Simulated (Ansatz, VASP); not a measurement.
## Two plane-wave programs on HfN

```
Hf N
1.0
     0.00000    2.27396    2.27396
     2.27396    0.00000    2.27396
     2.27396    2.27396    0.00000
Hf N
1 1
Cartesian
  0.0000 0.0000 0.0000
  2.2740 2.2740 2.2740
```

Alike in both runs: functional PBE; k mesh 12 × 12 × 12; occupations fermi-dirac, width 0.1 eV; no spin polarisation.

Ansatz relaxed the structure, and its values are those at the end. VASP's run is a single point on that final structure, the one shown.

```csv
,VASP,Ansatz
version,VASP 6.6.1,Ansatz 0.2.0
potentials or method,"VASP PAW PBE potentials, release 64 (Hf_pv, N), cutoff 520 eV",PAW plane waves
valence electrons in the cell,15,31
```

|  | VASP | Ansatz | Ansatz less VASP |
| --- | --- | --- | --- |
| gap on the k mesh at the Fermi level (eV) | none | none | - |
| pressure (GPa) | -2.4 | 0.0 | +2.36 |

A gap of «none» marks a metal or a gap that the smearing closes. With one functional, cell and mesh, what is left measures potentials, basis and numerics. VASP's potentials hold 15 valence electrons a cell and Ansatz's 31, so a difference there can come from the potentials and not from the codes.

Spin-orbit coupling is off throughout.
